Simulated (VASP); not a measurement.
# AlGa: single point with PBE

AlGa:

```
Al Ga
1.0
     0.00000    3.22482    3.22482
     3.22482    0.00000    3.22482
     3.22482    3.22482    0.00000
Al Ga
2 2
Direct
  0.00000 0.00000 0.00000
  0.25000 0.25000 0.25000
  0.50000 0.50000 0.50000
  0.75000 0.75000 0.75000
```

* Program: VASP 6.6.1
* Task: single point
* Functional: PBE
* Potentials or basis: VASP PAW PBE potentials, release 64 (Al, Ga_d)
* Cutoff: 520 eV
* k mesh: 6 × 6 × 6
* Occupations: gaussian, width 0.1 eV
* Spin: no spin polarisation

```yaml
Pressure: 5.9 GPa
Band_gap_on_the_k_mesh: zero (band 16 reaches 8.48 eV, above the bottom of band 17 at 5.99 eV)
```

Levels at points of the mesh, in eV from the Fermi level:
```csv
k point,band 12,band 13,band 14,band 15,band 16,band 17,band 18,band 19,band 20,band 21
"(0.00, 0.00, 0.00)",-1.19,-0.86,-0.68,-0.68,-0.68,-0.65,-0.65,-0.65,1.68,1.68
"(0.50, 0.00, 0.00)",-8.59,-2.17,-1.85,-1.85,-1.36,-1.36,-1.20,4.90,4.90,4.92
"(0.50, 0.50, 0.00)",-8.02,-4.36,-4.36,-4.13,-4.13,5.12,5.12,5.26,5.26,7.07
```

It took 20 s on 1 thread of Intel(R) Xeon(R) Platinum 8375C CPU @ 2.90GHz (Ice Lake), with other jobs on the host, peak memory 0.2 GiB.
